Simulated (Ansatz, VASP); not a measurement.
One calculation of Ru, two programs

The input INCAR:

```
PREC     = Accurate       # precision mode
ENCUT    = 520            # plane-wave cutoff, eV
EDIFF    = 1E-7           # SCF threshold, eV
ISMEAR   = -1             # smearing method
SIGMA    = 0.1            # smearing width, eV
LREAL    = F              # projectors in reciprocal space
LASPH    = T              # aspherical terms in the spheres
NELM     = 60             # most SCF steps
ALGO     = Normal         # electronic algorithm
ISIF     = 2              # what is computed and relaxed
LWAVE    = F              # write WAVECAR
LCHARG   = F              # write CHGCAR
LDIPOL   = T            
IDIPOL   = 3            
DIPOL    = 0.5 0.5 0.500
GGA      = CA             # functional
NBANDS   = 43             # bands
```

The input KPOINTS:

```
Automatic mesh
0
Gamma
  14 14 1
```

The input POSCAR:

```
Ru
1.0
    2.6752522144      0.0000000000      0.0000000000
   -1.3376261072      2.3168363792      0.0000000000
    0.0000000000      0.0000000000     17.3210000000
Ru
5
Direct
    0.0000000000      0.0000000000      0.2598010507
    0.3333333333      0.6666666667      0.3772152033
    0.0000000000      0.0000000000      0.5000000004
    0.3333333333      0.6666666667      0.6227847946
    0.0000000000      0.0000000000      0.7401989493
```

Input for Ansatz:

```yaml
crystal:
  lattice:
    - [2.6752522144, 0.0, 0.0]
    - [-1.3376261072, 2.3168363792, 0.0]
    - [0.0, 0.0, 17.321]
  atoms:
    - { symbol: Ru, position: [0.0, 0.0, 0.2598010507] }
    - { symbol: Ru, position: [0.3333333333, 0.6666666667, 0.3772152033] }
    - { symbol: Ru, position: [0.0, 0.0, 0.5000000004] }
    - { symbol: Ru, position: [0.3333333333, 0.6666666667, 0.6227847946] }
    - { symbol: Ru, position: [0.0, 0.0, 0.7401989493] }
kpoints:
  mp_grid: { grid: [14, 14, 1] }
scf:
  occupations: { method: fermi_dirac, width: 0.1 }
hamiltonian:
  xc: lda
  pseudopotentials: { kind: paw }
output:
  forces: true
  stress: true
  eigenvalues: true
efield:
  axis: 3
  amplitude: 0
  dipole_correction: true
```

Alike in both runs: task single point; functional LDA; k mesh 14 × 14 × 1; occupations fermi-dirac, width 0.1 eV; no spin polarisation.

```csv
,VASP,Ansatz
version,VASP 6.6.1,Ansatz 0.2.0
potentials or method,"VASP PAW LDA potentials, release 64 (Ru_pv)","PAW with Ansatz's default frozen-core files, scalar-relativistic"
plane-wave cutoff (eV),520,420
valence electrons in the cell,70,80
```

```tsv
	VASP	Ansatz	Ansatz less VASP
rms of the force components (eV/Å)	0.026	0.003	-0.0227
```

LDA's correlation is that of Perdew and Zunger in VASP and of Perdew and Wang (1992) in Ansatz. Atom by atom the forces differ by 0.028 eV/Å (rms over components). VASP's potentials hold 70 valence electrons a cell and Ansatz's 80, so a difference there can come from the potentials and not from the codes. Ansatz's warnings: vacuum density over bound.
